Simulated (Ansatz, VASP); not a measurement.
**One calculation of SbI2, two programs**

The input INCAR:

```
SYSTEM = SbI2
PREC     = Accurate       ! precision mode
ENCUT    = 520            ! plane-wave cutoff, eV
EDIFF    = 1E-7           ! SCF threshold, eV
ISMEAR   = 0              ! smearing method
SIGMA    = 0.1            ! smearing width, eV
LREAL    = .FALSE.        ! projectors in reciprocal space
LASPH    = .TRUE.         ! aspherical terms in the spheres
NELM     = 60             ! most SCF steps
ALGO     = Normal         ! electronic algorithm
ISIF     = 2              ! what is computed and relaxed
LWAVE    = .FALSE.        ! write WAVECAR
LCHARG   = .FALSE.        ! write CHGCAR
GGA      = PE             ! functional
NBANDS   = 28             ! bands
```

KPOINTS

```
Automatic mesh
0
G
  4 4 4
  0 0 0
```

File POSCAR:

```
SbI2
1.0
    7.1955399269      0.0000000000      0.0000000000
    0.0000000000      7.1955399269      0.0000000000
    0.0000000000      0.0000000000      4.6346544719
Sb I
2 4
Direct
    0.0000000000      0.0000000000      0.0000000000
    0.5000000000      0.5000000000      0.5000000000
    0.3060000000      0.3060000000      0.0000000000
    0.1940000000      0.8060000000      0.5000000000
    0.6940000000      0.6940000000      0.0000000000
    0.8060000000      0.1940000000      0.5000000000
```

Input for Ansatz:

```yaml
crystal:
  lattice:
    - [7.1955399269, 0.0, 0.0]
    - [0.0, 7.1955399269, 0.0]
    - [0.0, 0.0, 4.6346544719]
  atoms:
    - { symbol: Sb, position: [0.0, 0.0, 0.0] }
    - { symbol: Sb, position: [0.5, 0.5, 0.5] }
    - { symbol: I, position: [0.306, 0.306, 0.0] }
    - { symbol: I, position: [0.194, 0.806, 0.5] }
    - { symbol: I, position: [0.694, 0.694, 0.0] }
    - { symbol: I, position: [0.806, 0.194, 0.5] }
basis:
  ecutwfc: 420
kpoints:
  mp_grid: { grid: [4, 4, 4] }
hamiltonian:
  xc: pbe
scf:
  occupations: { method: gaussian, width: 0.1 }
  lower_state_search: "off"
output:
  forces: true
  stress: true
  eigenvalues: true
```

Alike in both runs: task single point; functional PBE; k mesh 4 × 4 × 4; occupations gaussian, width 0.1 eV; no spin polarisation.

|  | VASP | Ansatz |
| --- | --- | --- |
| version | VASP 6.6.1 | Ansatz 0.2.0 |
| potentials or method | VASP PAW PBE potentials, release 64 (Sb, I), cutoff 520 eV | scalar-relativistic, plane waves, PAW |
| valence electrons in the cell | 38 | 98 |

|  | VASP | Ansatz | Ansatz less VASP |
| --- | --- | --- | --- |
| gap on the k mesh at the Fermi level (eV) | none | none | - |
| pressure (GPa) | 3.5 | 3.6 | +0.05 |
| traceless stress, the component that is largest in VASP (GPa) | 0.61 | 0.61 | +0.001 |
| rms of the force components (eV/Å) | 0.204 | 0.204 | -0.0001 |

Atom by atom the forces differ by 0.000 eV/Å (rms over components). A gap of «none» marks a metal or a gap that the smearing closes. VASP's potentials hold 38 valence electrons a cell and Ansatz's 98, so a difference there can come from the potentials and not from the codes.

Spin-orbit coupling is off throughout.
